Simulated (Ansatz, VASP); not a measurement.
## BP in VASP and in Ansatz

```
B P
1.0
     0.00000    2.39531    2.03601
     2.39531    0.00000    2.03601
     2.39531    2.39531    0.00000
B P
1 1
Direct
  0.00000 0.00000 0.00000
  0.75000 0.75000 0.75000
```

Alike in both runs: task single point; functional r2SCAN; k mesh 12 × 12 × 12; occupations gaussian, width 0.05 eV; no spin polarisation.

|  | VASP | Ansatz |
| --- | --- | --- |
| version | VASP 6.6.1 | Ansatz 0.2.0 |
| potentials or method | VASP PAW PBE potentials, release 64 (B, P), cutoff 520 eV | scalar-relativistic, plane waves, PAW |
| valence electrons in the cell | 8 | 8 |

Ansatz gave:

- gap on the k mesh at the Fermi level (eV): none
- pressure (GPa): -0.7
- traceless stress, the component that is largest in VASP (GPa): 23.49

Problem. Which values does VASP return?

Solution. gap on the k mesh at the Fermi level (eV): none; pressure (GPa): -1.2; traceless stress, the component that is largest in VASP (GPa): 23.64.

VASP's potentials were made for PBE, not for r2SCAN. A gap of «none» marks a metal or a gap that the smearing closes.
